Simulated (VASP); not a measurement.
KF, 4 atoms in the cell. The cell holds a wire or tube with vacuum around it, 4 atoms: a = 11.600 Å, b = 9.300 Å, c = 4.966 Å, α = 90.00°, β = 90.00°, γ = 90.00°. 

```yaml
Program: VASP 6.6.1
Task: single point
Functional: PBE
Potentials_or_basis: VASP PAW PBE potentials, release 64 (K_sv, F)
Cutoff: 520 eV
k_mesh: 1 × 1 × 13
Occupations: gaussian, width 0.05 eV
Spin: collinear spin
Starting_moments: "[0.5, 0.5, 0.5, 0.5] μB"
Dipole_correction: no
Further_INCAR_settings: ALGO = Normal; EDIFF = 1e-07; NBANDS = 28
```

Potentials or basis: VASP PAW PBE potentials, release 64 (K_sv, F).

Run with:

```sh
$ cat potpaw_PBE.64/K_sv/POTCAR potpaw_PBE.64/F/POTCAR > POTCAR
$ mpirun -np 1 vasp_std > vasp.out
```

Hardware: 1 thread of Oxide Virtual Turin-like Processor (shared host).

Estimate the wall time of this run.

Run time: 16 min on 1 thread of Oxide Virtual Turin-like Processor (shared host), peak memory 0.76 GiB. Counts: scf iterations 29, k points 7.
